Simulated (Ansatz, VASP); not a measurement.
## One calculation of GaN, two programs

```
CELL_PARAMETERS angstrom
0.00000 2.25350 2.25350
2.25350 0.00000 2.25350
2.25350 2.25350 0.00000
ATOMIC_POSITIONS crystal
Ga 0.00000 0.00000 0.00000
N 0.25000 0.25000 0.25000
```

Alike in both runs: task single point; functional BHLYP; k mesh 5 × 5 × 5; occupations fermi-dirac, width 0.05 eV; no spin polarisation.

|  | VASP | Ansatz |
| --- | --- | --- |
| version | VASP 6.6.1 | Ansatz 0.2.0 |
| potentials or method | VASP PAW PBE potentials, release 64 (Ga_d, N) | Ansatz PAW |
| plane-wave cutoff (eV) | 520 | 420 |
| valence electrons in the cell | 18 | 18 |

```csv
,VASP,Ansatz,Ansatz less VASP
gap on the k mesh at the Fermi level (eV),6.00,5.93,-0.063
least direct gap on the mesh (eV),6.00,5.93,-0.063
pressure (GPa),-0.9,-2.2,-1.24
```

VASP's potentials were made for PBE, not for BHLYP.

The k mesh is coarse, so the values compare programs but aren't converged. Noted on Ansatz's run: odd divisions of the mesh miss points on the zone boundary, where band edges often lie, so the gap on the mesh can be too wide.
